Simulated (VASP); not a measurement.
Here is a VASP 6.6.1 calculation.

Contents of INCAR:

```
PREC = Accurate
ENCUT = 520
EDIFF = 1E-7
ISMEAR = -1
SIGMA = 0.08
LREAL = False
LASPH = True
NELM = 80
ALGO = Normal
ISIF = 2
LWAVE = False
LCHARG = False
GGA = PS
NBANDS = 16
```

File KPOINTS:

```
Automatic mesh
0
Gamma
  15 15 15
```

Contents of POSCAR:

```
GaN
1.0
    0.0000000000      2.2488587555      2.2488587555
    2.2488587555      0.0000000000      2.2488587555
    2.2488587555      2.2488587555      0.0000000000
Ga N
1 1
Direct
    0.0000000000      0.0000000000      0.0000000000
    0.2500000000      0.2500000000      0.2500000000
```

Potentials or basis: VASP PAW PBE potentials, release 64 (Ga_d, N).

The run is started by

```bash
$ cat potpaw_PBE.64/Ga_d/POTCAR potpaw_PBE.64/N/POTCAR > POTCAR
$ mpirun -np 1 vasp_std > vasp.out
```

(1) Predict the pressure.

(2) Predict the band gap on the k mesh.

## Answers

(1) -0.2 GPa.

(2) 1.72 eV, direct.

Caveat: the PAW data sets were made with another functional, which shifts forces and pressure a little.
